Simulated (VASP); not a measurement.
# AlSi62 (a cell with a defect) in VASP: notebook

The runs below take AlSi62 (a cell with a defect) through single point, with PBE+D3(BJ).

Everything below comes from runs of VASP 6.6.1. Logs are shortened: lines on timing, memory, paths and dates and some standing lists are left out, and cuts for length are marked.

## (1) The cell of the first run

The cell holds a defect, 63 atoms: a = 10.860 Å, b = 10.860 Å, c = 10.860 Å, α = 90.00°, β = 90.00°, γ = 90.00°.

## (2) Single point, PBE+D3(BJ)

INCAR reads:

```
PREC = Accurate ; ENCUT = 520
EDIFF = 1E-6 ; ISMEAR = 0
SIGMA = 0.05 ; LREAL = Auto
LASPH = T ; NELM = 100
ALGO = Normal ; ISIF = 2
LWAVE = F ; LCHARG = T
GGA = PE ; IVDW = 12
LELF = T ; LVHAR = T
NELECT = 252.0 ; NBANDS = 162
```

KPOINTS reads:

```
Automatic mesh
0
Gamma
  1 1 1
```

POSCAR reads:

```
AlSi62
1.0
   10.8600000000      0.0000000000      0.0000000000
    0.0000000000     10.8600000000      0.0000000000
    0.0000000000      0.0000000000     10.8600000000
Si Al
62 1
Direct
    0.4941470534     -0.0058529466      0.0033480663
    0.6243673112      0.1243673112      0.1243373849
    0.7516279006      0.2516279006      0.0003050645
    0.8821500000      0.3821500000      0.1206160221
    0.7505488950      0.0017742173      0.2505794659
    0.8769026703      0.1284711786      0.3730973297
   -0.0016352670      0.0020600368     -0.0014330571
    0.1255279926      0.1252144567      0.1244720074
    0.2503866483      0.2499611418     -0.0003866483
    0.3768259669      0.3748598527      0.1236089319
    0.5020600368      0.4983647330     -0.0014330571
    0.6252144567      0.6255279926      0.1244720074
    0.7499611418      0.7503866483     -0.0003866483
    0.8748598527      0.8768259669      0.1236089319
    0.2514330571      0.0020600368      0.2516352670
    0.3765682320      0.1268169429      0.3762041436
    0.5017742173      0.2505488950      0.2505794659
    0.6284711786      0.3769026703      0.3730973297
    0.7538498158      0.5025469613      0.2474530387
    0.8821500000      0.6293839779      0.3678500000
    0.4993727440     -0.0006272560      0.5020819521
    0.6252267956      0.1252267956      0.6247732044
    0.7505629834      0.2505629834      0.4994370166
    0.8769026703      0.3769026703      0.6215288214
    0.7479180479     -0.0006272560      0.7506272560
    0.8737958564      0.1268169429      0.8734317680
    0.0123707182      0.5123707182     -0.0019466851
    0.3660302947      0.8660302947      0.1295056169
    0.0025469613      0.2538498158      0.2474530387
    0.1293839779      0.3821500000      0.3678500000
    0.2519466851      0.5123707182      0.2376292818
    0.3768259669      0.6263910681      0.3751401473
    0.5020600368      0.7514330571      0.2516352670
    0.6268169429      0.8765682320      0.3762041436
   -0.0005794659      0.0017742173      0.4994511050
    0.1256626151      0.1243673112      0.6256326888
    0.2496949355      0.2516279006      0.4983720994
    0.3765682320      0.3737958564      0.6231830571
    0.5017742173      0.4994205341      0.4994511050
    0.6243673112      0.6256626151      0.6256326888
    0.7516279006      0.7496949355      0.4983720994
    0.8737958564      0.8765682320      0.6231830571
    0.2466519337     -0.0058529466      0.7558529466
    0.3737609576      0.1222469613      0.8762390424
    0.4993727440      0.2479180479      0.7506272560
    0.6268169429      0.3737958564      0.8734317680
    0.7505488950      0.4994205341      0.7482257827
    0.8748598527      0.6263910681      0.8731740331
    0.0123707182      0.7519466851      0.2376292818
    0.1263910681      0.8768259669      0.3751401473
    0.0025469613      0.5025469613      0.4961501842
    0.1255279926      0.6255279926      0.6247855433
    0.2503866483      0.7503866483      0.5000388582
    0.3737609576      0.8737609576      0.6277530387
   -0.0005794659      0.2505488950      0.7482257827
    0.1263910681      0.3748598527      0.8731740331
    0.2514330571      0.4983647330      0.7479399632
    0.3660302947      0.6204943831      0.8839697053
    0.4941470534      0.7466519337      0.7558529466
    0.6222469613      0.8737609576      0.8762390424
   -0.0016352670      0.7514330571      0.7479399632
    0.1204943831      0.8660302947      0.8839697053
    0.2116128913      0.7116128913      0.0383871087
```

Potentials or basis: VASP PAW PBE potentials, release 64 (Si, Al).

Run with:

```sh
$ cat potpaw_PBE.64/Si/POTCAR potpaw_PBE.64/Al/POTCAR > POTCAR
$ mpirun -np 1 vasp_gam > vasp.out
```

OUTCAR:

```text
PREC = Accurate
   ENCUT = 520
   EDIFF = 1E-6
   ISMEAR = 0
   LREAL = Auto
   LASPH = T
   NELM = 100
   ISIF = 2
   GGA = PE
   IVDW = 12
   NELECT = 252.0
 IVDW          = 12

 ion  position               nearest neighbor table
   1  0.494  0.994  0.003-  44 2.36  60 2.36   2 2.39  28 2.40
   2  0.624  0.124  0.124-   5 2.35  17 2.35   3 2.37   1 2.39
   3  0.752  0.252  0.000-  26 2.34  46 2.34   2 2.37   4 2.39
   4  0.882  0.382  0.121-  19 2.36  29 2.36   3 2.39  27 2.40
   5  0.751  0.002  0.251-  34 2.35   2 2.35   6 2.36  14 2.36
   6  0.877  0.128  0.373-  23 2.35   5 2.36  35 2.36  29 2.36
[... 54 lines left out ...]
  61  0.998  0.751  0.748-  62 2.34  48 2.34  42 2.35  52 2.36
  62  0.120  0.866  0.884-   7 2.34  61 2.34  43 2.40  63 2.57
  63  0.212  0.712  0.038-  28 2.57  58 2.57  62 2.57  49 3.09  27 3.09  31 3.09

  LATTYP: Found a simple cubic cell.
 ALAT       =    10.8600000000

  Lattice vectors:

 A1 = (  10.8600000000,   0.0000000000,   0.0000000000)
 A2 = (   0.0000000000,  10.8600000000,   0.0000000000)
 A3 = (   0.0000000000,   0.0000000000,  10.8600000000)

Analysis of symmetry for initial positions (statically):
=====================================================================
 Subroutine PRICEL returns:
 Original cell was already a primitive cell.

 Routine SETGRP: Setting up the symmetry group for a
 simple cubic supercell.

 Subroutine GETGRP returns: Found  6 space group operations
 (whereof  1 operations were pure point group operations)
 out of a pool of 48 trial point group operations.

The static configuration has the point symmetry C_1 .
 The point group associated with its full space group is C_3v.

Analysis of symmetry for dynamics (positions and initial velocities):
=====================================================================
 Subroutine PRICEL returns:
 Original cell was already a primitive cell.

 Routine SETGRP: Setting up the symmetry group for a
 simple cubic supercell.

 Subroutine GETGRP returns: Found  6 space group operations
 (whereof  1 operations were pure point group operations)
 out of a pool of 48 trial point group operations.

The dynamic configuration has the point symmetry C_1 .
 The point group associated with its full space group is C_3v.

 Subroutine INISYM returns: Found  6 space group operations
 (whereof  1 operations are pure point group operations),
 and found     1 'primitive' translations
[... 197 lines left out ...]
   IBRION =     -1    ionic relax: 0-MD 1-quasi-New 2-CG
   NFREE  =      0    steps in history (QN), initial steepest desc. (CG)
   ISIF   =      2    stress and relaxation
   ISYM   =      2    0-nonsym 1-usesym 2-fastsym
   POTIM  = 0.5000    time-step for ionic-motion
   TEBEG  =    0.0;   TEEND  =   0.0 temperature during run
   PSTRESS=    0.0 pullay stress
   NELECT =     252.0000    total number of electrons
   NUPDOWN=      -1.0000    fix difference up-down
   EMIN   =  10.00;   EMAX   =-10.00  energy-range for DOS
   EFERMI =   0.00;   METHOD = LEGACY
   ISMEAR =     0;   SIGMA  =   0.05  broadening in eV -4-tet -1-fermi 0-gaus
   EFERMI_NEDOS =   21; number of points for ismear=-14 and -15
   IALGO  =     38    algorithm
   IMIX   =      4    mixing-type and parameters
     AMIX     =   0.40;   BMIX     =  1.00
     AMIX_MAG =   1.60;   BMIX_MAG =  1.00
  volume/ion in A,a.u.               =      20.33       137.20
  Fermi-wavevector in a.u.,A,eV,Ry     =   0.952164  1.799329 12.335269  0.906617
  Thomas-Fermi vector in A             =   2.080702
   LORBIT       =      0    0 simple, 1 ext, 2 COOP (PROOUT), +10 PAW based schemes
   GGA     = PE    functional components
   LHFCALC =     F    Hartree Fock is set to
   AEXX    =    0.0000 exact exchange contribution
   IVDW    =    12    specifies the selected vdW correction
   LEPSILON=     F    determine dielectric tensor
   LRPA    =     F    only Hartree local field effects (RPA)
 non-spin polarized calculation
 Gauss-broadening in eV      SIGMA  =   0.05
  energy-cutoff  :      520.00
  volume of cell :     1280.82
 maximum number of plane-waves:     17229
 NGX is ok and might be reduce to    84
   NGX = 41   NGY = 41   NGZ = 41

 number of electron     251.9999994 magnetization

 Free energy of the ion-electron system (eV)
  ---------------------------------------------------
  ext. energy  EPLUGINS =         0.00000000
  ---------------------------------------------------
  free energy    TOTEN  =      -324.78884990 eV

  energy without entropy =     -324.73242777  energy(sigma->0) =     -324.76063884

 E-fermi :   6.2517     XC(G=0):  -9.3546

 val. band max:        5.5412341758   @ k =   0.0000   0.0000   0.0000
 cond. band min:       6.2517481569   @ k =   0.0000   0.0000   0.0000
 fundamental gap:      0.7105139811
 Fermi energy:         6.2517477285

 k-point     1 :       0.0000    0.0000    0.0000
  band No.  band energies     occupation
      1      -6.1971      2.00000
      2      -5.1549      2.00000
      3      -5.1549      2.00000
      4      -5.1472      2.00000
      5      -5.1472      2.00000
      6      -5.0853      2.00000
[... 130 lines left out ...]
    137       6.9076      0.00000
    138       6.9076      0.00000
 [bands above 138 left out]

------------------------ aborting loop because EDIFF is reached ----------------------------------------

 Edisp (eV)  -19.75018

 E6    (eV) :   -11.5519

 E8    (eV) :    -8.1983

  FORCE on cell =-STRESS in cart. coord.  units (eV):
  Direction    XX          YY          ZZ          XY          YZ          ZX
  --------------------------------------------------------------------------------------
  -------------------------------------------------------------------------------------
  Total       4.02521     4.02521     4.02521    -5.44791     5.44791     5.44791
  in kB       5.03512     5.03512     5.03512    -6.81477     6.81477     6.81477
  external pressure =        5.04 kB  Pullay stress =        0.00 kB

 VOLUME and BASIS-vectors are now :
 -----------------------------------------------------------------------------
  energy-cutoff  :      520.00
  volume of cell :     1280.82
      direct lattice vectors                 reciprocal lattice vectors
    10.860000000  0.000000000  0.000000000     0.092081031  0.000000000  0.000000000
     0.000000000 10.860000000  0.000000000     0.000000000  0.092081031  0.000000000
     0.000000000  0.000000000 10.860000000     0.000000000  0.000000000  0.092081031

 POSITION                                       TOTAL-FORCE (eV/Angst)
 -----------------------------------------------------------------------------------
      5.36644     10.79644      0.03636        -0.007882     -0.007882     -0.002849
      6.78063      1.35063      1.35030        -0.005917     -0.005917      0.002275
      8.16268      2.73268      0.00331         0.000697      0.000697     -0.010076
      9.58015      4.15015      1.30989         0.006295      0.006295      0.002576
      8.15096      0.01927      2.72129         0.002297     -0.004867      0.003542
      9.52316      1.39520      4.05184        -0.003428      0.004784      0.003428
[... 55 lines left out ...]
      1.30857      9.40509      9.59991         0.020745     -0.019782      0.019782
      2.29812      7.72812      0.41688         0.013083      0.013083     -0.013083
 -----------------------------------------------------------------------------------
    total drift:                                0.001476      0.001476     -0.001476

  FREE ENERGIE OF THE ION-ELECTRON SYSTEM (eV)
  ---------------------------------------------------
  free  energy   TOTEN  =      -344.5390252453 eV

  energy  without entropy=     -344.4826031200  energy(sigma->0) =     -344.51081418
```

Run time: 6.1 min. Hardware: 1 thread of Intel Xeon Platinum 8375C at 2.90GHz (Ice Lake), shared host; peak memory 1 GiB.

Results:

| Item | Value |
| --- | --- |
| Free energy | -344.5390 eV |
| Largest force | 0.035 eV/Å |
| Dispersion energy per atom | -0.313 eV |

Forces on the atoms (eV/Å):
```
Si  -0.008 -0.008 -0.003
Si  -0.006 -0.006  0.002
Si   0.001  0.001 -0.010
Si   0.006  0.006  0.003
Si   0.002 -0.005  0.004
Si  -0.003  0.005  0.003
Si   0.001  0.010 -0.002
Si   0.002 -0.002 -0.002
Si   0.001  0.000 -0.001
Si  -0.013  0.003  0.003
Si   0.010  0.001 -0.002
Si  -0.002  0.002 -0.002
Si   0.000  0.001 -0.001
Si   0.003 -0.013  0.003
Si   0.002  0.010 -0.001
Si  -0.008 -0.003  0.001
Si  -0.005  0.002  0.004
Si   0.005 -0.003  0.003
Si   0.000  0.005 -0.005
Si   0.006 -0.003 -0.006
Si   0.008  0.008  0.002
Si  -0.003 -0.003  0.003
Si   0.001  0.001 -0.001
Si  -0.003 -0.003 -0.005
Si  -0.002  0.008 -0.008
Si  -0.001 -0.003  0.008
Si   0.008  0.008 -0.012
Si  -0.020 -0.020 -0.021
Si   0.005  0.000 -0.005
Si  -0.003  0.006 -0.006
Si   0.012  0.008 -0.008
Si  -0.013 -0.003 -0.003
Si   0.010  0.002 -0.001
Si  -0.003 -0.008  0.001
Si  -0.004 -0.005 -0.002
Si  -0.002 -0.006  0.006
Si   0.010  0.001 -0.001
Si  -0.008 -0.001  0.003
Si  -0.005 -0.004 -0.002
Si  -0.006 -0.002  0.006
Si   0.001  0.010 -0.001
Si  -0.001 -0.008  0.003
Si   0.003 -0.008  0.008
Si  -0.005  0.002  0.005
Si   0.008 -0.002 -0.008
Si  -0.003 -0.001  0.008
Si   0.002 -0.004  0.005
Si   0.003 -0.003  0.013
Si   0.008  0.012 -0.008
Si  -0.003 -0.013 -0.003
Si   0.005  0.005  0.000
Si   0.002  0.002  0.002
Si   0.001  0.001  0.000
Si  -0.005 -0.005 -0.002
Si  -0.004  0.002  0.005
Si  -0.003  0.003  0.013
Si   0.002  0.001 -0.010
Si  -0.020  0.021  0.020
Si  -0.008  0.003  0.008
Si   0.002 -0.005  0.005
Si   0.001  0.002 -0.010
Si   0.021 -0.020  0.020
Al   0.013  0.013 -0.013
```

Caveat: the k points lie up to 0.58 Å⁻¹ apart; the cell carries a net charge on a neutralising background, which shifts energy and pressure; the cell is charged against a uniform background, so pressure and absolute levels hang on convention.

## (3) Single point, PBE+D3(BJ)

INCAR reads:

```
  ALGO = Normal
  EDIFF = 1E-6
  ENCUT = 520
  GGA = PE
  ISIF = 2
  ISMEAR = 0
  IVDW = 12
  LASPH = T
  LCHARG = F
  LREAL = Auto
  LWAVE = F
  NBANDS = 162
  NELECT = 252.0
  NELM = 60
  PREC = Accurate
  SIGMA = 0.05
```

KPOINTS reads:

```
k-points
0
Gamma
  1 1 1
```

POSCAR reads:

```
AlSi62
1.0
   10.8600000000      0.0000000000      0.0000000000
    0.0000000000     10.8600000000      0.0000000000
    0.0000000000      0.0000000000     10.8600000000
Si Al
62 1
Direct
    0.4927648250     -0.0070487109      0.0043678637
    0.6235820442      0.1238128913      0.1247236648
    0.7513434622      0.2514835175      0.0008548803
    0.8825547882      0.3827561694      0.1207753223
    0.7488762431      0.0014463168      0.2514189687
    0.8760089319      0.1279147330      0.3738941989
   -0.0024045120      0.0010238490      0.0008898711
    0.1246072744      0.1252082873      0.1253065378
    0.2494722836      0.2499295580      0.0004452118
    0.3763097606      0.3736742173      0.1259785451
    0.5008627993      0.4977578269      0.0008694291
    0.6249930939      0.6248082873      0.1252951197
    0.7497782689      0.7496195212      0.0004452118
    0.8734831492      0.8764811234      0.1259860037
    0.2490494475      0.0010871087      0.2523418048
    0.3759026703      0.1253470534      0.3769062615
    0.5012637201      0.2490947514      0.2514684162
    0.6277785451      0.3761917127      0.3739337937
    0.7535836096      0.5018806630      0.2482337937
    0.8825642726      0.6293399632      0.3673511971
    0.4981684162     -0.0016688766      0.5034323204
    0.6244294659      0.1246373849      0.6254675875
    0.7498699816      0.2500060773      0.5000722836
    0.8759807551      0.3761801105      0.6221867403
    0.7464560773     -0.0016493554      0.7517674033
    0.8730064457      0.1253212707      0.8740282689
    0.0123931860      0.5125659300     -0.0035098527
    0.3630462247      0.8632639963      0.1287325967
    0.0016898711      0.2538006446      0.2482546041
    0.1291793738      0.3827483425      0.3673751381
    0.2534609576      0.5125445672      0.2375543278
    0.3763463168      0.6241188766      0.3763968692
    0.5009020258      0.7492703499      0.2523480663
    0.6252076427      0.8760876611      0.3769338858
   -0.0015369245      0.0014162983      0.5010424494
    0.1251460405      0.1238487109      0.6262682320
    0.2491229282      0.2515010129      0.4986132597
    0.3758908840      0.3732016575      0.6247779926
    0.5012550645      0.4986424494      0.5010384899
    0.6235867403      0.6253920810      0.6262973297
    0.7513485267      0.7492593923      0.4986298343
    0.8729997238      0.8760826888      0.6247981584
    0.2455709945     -0.0069671271      0.7570634438
    0.3724420810      0.1213220994      0.8774773481
    0.4981941989      0.2466995396      0.7517757827
    0.6251994475      0.3732003683      0.8740476059
    0.7488693370      0.4986773481      0.7486520258
    0.8735152855      0.6241055249      0.8735863720
    0.0123918969      0.7536474217      0.2375589319
    0.1239547882      0.8765140884      0.3764433702
    0.0016635359      0.5018408840      0.4963263352
    0.1246080110      0.6247941989      0.6248886740
    0.2494753223      0.7496256906      0.5001398711
    0.3724139963      0.8725992634      0.6287710866
   -0.0015299263      0.2490851750      0.7487002762
    0.1239530387      0.3736817680      0.8736139963
    0.2490448435      0.4977763352      0.7490322284
    0.3630627072      0.6213950276      0.8868271639
    0.4927772560      0.7457621547      0.7571488029
    0.6211376611      0.8725963168      0.8775242173
   -0.0023758748      0.7492418969      0.7490706262
    0.1212571823      0.8633605893      0.8867640884
    0.1750175875      0.6750837937      0.0750450276
```

Potentials or basis: VASP PAW PBE potentials, release 64 (Si, Al).

Run with:

```sh
$ cat potpaw_PBE.64/Si/POTCAR potpaw_PBE.64/Al/POTCAR > POTCAR
$ mpirun -np 1 vasp_gam > vasp.out
```

Wall time 6.2 min (1 thread of Intel Xeon Platinum 8375C at 2.90GHz (Ice Lake), shared host); peak memory 1 GiB.

It converged, with:

```yaml
Free_energy: -344.4989 eV
Largest_force: 0.340 eV/Å
Dispersion_energy_per_atom: -0.312 eV
```

Forces on the atoms (eV/Å):
```
Si   0.016  0.016 -0.019
Si   0.008  0.007  0.004
Si   0.004  0.003 -0.011
Si   0.004  0.004 -0.001
Si   0.000  0.001 -0.004
Si  -0.002  0.002  0.003
Si  -0.009  0.009  0.007
Si   0.003  0.005 -0.002
Si   0.000  0.001 -0.001
Si   0.007 -0.004  0.010
Si   0.008 -0.007  0.006
Si   0.007  0.002 -0.003
Si   0.000  0.001  0.000
Si  -0.004  0.007  0.009
Si  -0.007  0.007  0.009
Si   0.007  0.000  0.000
Si   0.000  0.000 -0.005
Si   0.002 -0.003  0.003
Si   0.003  0.000 -0.001
Si   0.003  0.001 -0.002
Si   0.001  0.002  0.003
Si   0.002  0.001 -0.001
Si  -0.007  0.000  0.004
Si  -0.002 -0.002 -0.002
Si  -0.002  0.001 -0.001
Si   0.001  0.000 -0.006
Si  -0.010 -0.010 -0.020
Si   0.038  0.037 -0.007
Si   0.001  0.001 -0.001
Si   0.001  0.003 -0.003
Si   0.019 -0.010  0.010
Si   0.006 -0.010  0.004
Si   0.008 -0.007  0.007
Si   0.000  0.006  0.000
Si   0.004  0.001  0.000
Si  -0.003  0.007 -0.007
Si   0.010  0.004 -0.004
Si   0.007  0.000  0.000
Si   0.001  0.005 -0.001
Si   0.007 -0.003 -0.007
Si   0.003  0.010 -0.003
Si   0.001  0.006  0.000
Si   0.018  0.016 -0.016
Si   0.004  0.011 -0.005
Si   0.001 -0.004 -0.001
Si   0.000  0.000 -0.005
Si   0.000  0.004 -0.001
Si  -0.004 -0.009 -0.007
Si  -0.010  0.019  0.010
Si  -0.010  0.006  0.003
Si   0.001  0.001 -0.002
Si   0.004  0.002 -0.006
Si   0.000  0.001 -0.001
Si   0.004  0.005 -0.010
Si   0.005 -0.001 -0.001
Si  -0.010 -0.003 -0.006
Si  -0.006 -0.008 -0.007
Si   0.038  0.007 -0.038
Si   0.015  0.018 -0.016
Si   0.010  0.004 -0.005
Si  -0.007 -0.007 -0.009
Si   0.007  0.037 -0.037
Al  -0.197 -0.195  0.196
```

Levels at points of the mesh, in eV from the Fermi level:
```tsv
k point	band 122	band 123	band 124	band 125	band 126	band 127	band 128	band 129	band 130	band 131
(0.00, 0.00, 0.00)	-1.14	-0.91	-0.91	-0.68	0.00	0.00	0.17	0.17	0.24	0.26
```

Caveat: the k points lie up to 0.58 Å⁻¹ apart; the cell carries a net charge on a neutralising background, which shifts energy and pressure; the cell is charged against a uniform background, so pressure and absolute levels hang on convention.

(Continued in part 2 of 2.)
